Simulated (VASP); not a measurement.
Set up this calculation in VASP 6.6.1, as the native input.

```
Task                   : single point
Functional             : PBEsol
Potentials or basis    : VASP PAW PBE potentials, release 64 (Sr_sv, Ti_sv, O)
Cutoff                 : 520 eV
k mesh                 : 8 × 8 × 8
Occupations            : gaussian, width 0.05 eV
Spin                   : no spin polarisation
Dipole correction      : no
Further INCAR settings : ALGO = Normal; EDIFF = 1e-07; NBANDS = 28
```

The structure of SrTiO3 lies in POSCAR:

```
SrTiO3
1.0
    3.8913815400      0.0000000000      0.0000000000
    0.0000000000      3.8913815400      0.0000000000
    0.0000000000      0.0000000000      3.8913815400
Sr Ti O
1 1 3
Direct
    0.0607799954      0.0000000000      0.0000000000
    0.4409841518      0.5000000000      0.5000000000
   -0.0446467859      0.5000000000      0.5000000000
    0.4441737712      0.0000000000      0.5000000000
    0.4441737712      0.5000000000      0.0000000000
```

This cell differs from its parent crystal: atoms displaced along a vibrational mode.

The input as run:

INCAR

```
SYSTEM = SrTiO3
PREC = Accurate
ENCUT = 520
EDIFF = 1E-7
ISMEAR = 0
SIGMA = 0.05
LREAL = .FALSE.
LASPH = .TRUE.
NELM = 60
ALGO = Normal
ISIF = 2
LWAVE = .FALSE.
LCHARG = .TRUE.
GGA = PS
LELF = .TRUE.
LVHAR = .TRUE.
NBANDS = 28
```

KPOINTS

```
Automatic mesh
0
G
  8 8 8
  0 0 0
```

Potentials or basis: VASP PAW PBE potentials, release 64 (Sr_sv, Ti_sv, O).

Launch:

```sh
$ cat potpaw_PBE.64/Sr_sv/POTCAR potpaw_PBE.64/Ti_sv/POTCAR potpaw_PBE.64/O/POTCAR > POTCAR
$ mpirun -np 1 vasp_std > vasp.out
```

Results of the run:

| Item | Value |
| --- | --- |
| Pressure | 6.4 GPa |
| Largest force | 2.141 eV/Å |
| Band gap on the k mesh | 1.65 eV (least direct gap 2.06 eV) |

Caveat: the cell differs from its parent crystal (atoms displaced along a vibrational mode); the cell stands under pressure; the PAW data sets were made with another functional, which shifts forces and pressure a little.

It took 87 s on 1 thread of Intel(R) Xeon(R) Platinum 8488C (Sapphire Rapids), with other jobs on the host, peak memory 0.26 GiB.
